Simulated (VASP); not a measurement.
The system is FeSi2.

```
CELL_PARAMETERS angstrom
2.68400 0.00000 0.00000
0.00000 2.68400 0.00000
0.00000 0.00000 5.12800
ATOMIC_POSITIONS crystal
Fe 0.00000 0.00000 0.00000
Si 0.50000 0.50000 0.27000
Si 0.50000 0.50000 0.73000
```

```yaml
Program: VASP 6.6.1
Task: relaxation of cell and atoms
Functional: LDA
Potentials_or_basis: VASP PAW LDA potentials, release 64 (Fe, Si)
Cutoff: 600 eV
k_mesh: 16 × 16 × 8
Occupations: gaussian, width 0.1 eV
Spin: no spin polarisation
```

At the start: pressure -5.4 GPa; volume 12.31 Å³/atom.

Question: Where does the relaxation end?

Answer: Over 15 steps the energy falls by 6.5 meV/atom and the volume is 11.97 Å³/atom (-2.8 %); space group P4/mmm (No. 123, to 0.1 Å) before and after.

The path:
```tsv
step	energy change (eV)	largest force (eV/Å)	pressure (GPa)	volume (Å³)
1	0.0000	0.1157	-5.43	36.94
2	0.0101	0.1979	7.73	34.76
3	-0.0185	0.1622	0.04	35.95
4	-0.0185	0.1627	0.17	35.93
5	-0.0192	0.0749	0.03	35.91
6	-0.0193	0.0011	0.02	35.92
7	-0.0194	0.0001	-0.10	35.92
8	-0.0194	0.0013	0.21	35.92
9	-0.0194	0.0004	-0.20	35.92
10	-0.0193	0.0050	0.18	35.87
11	-0.0194	0.0007	-0.01	35.91
12	-0.0194	0.0016	-0.17	35.91
13	-0.0194	0.0003	0.08	35.91
14	-0.0194	0.0010	-0.05	35.91
15	-0.0194	0.0008	0.00	35.91
```

Final structure:
```
CELL_PARAMETERS angstrom
2.66116 0.00000 0.00000
0.00000 2.66116 0.00000
0.00000 0.00000 5.07120
ATOMIC_POSITIONS crystal
Fe 0.00000 0.00000 0.00000
Si 0.50000 0.50000 0.27152
Si 0.50000 0.50000 0.72848
```

Caveat: the run has no spin polarisation, though such a crystal can be magnetic.
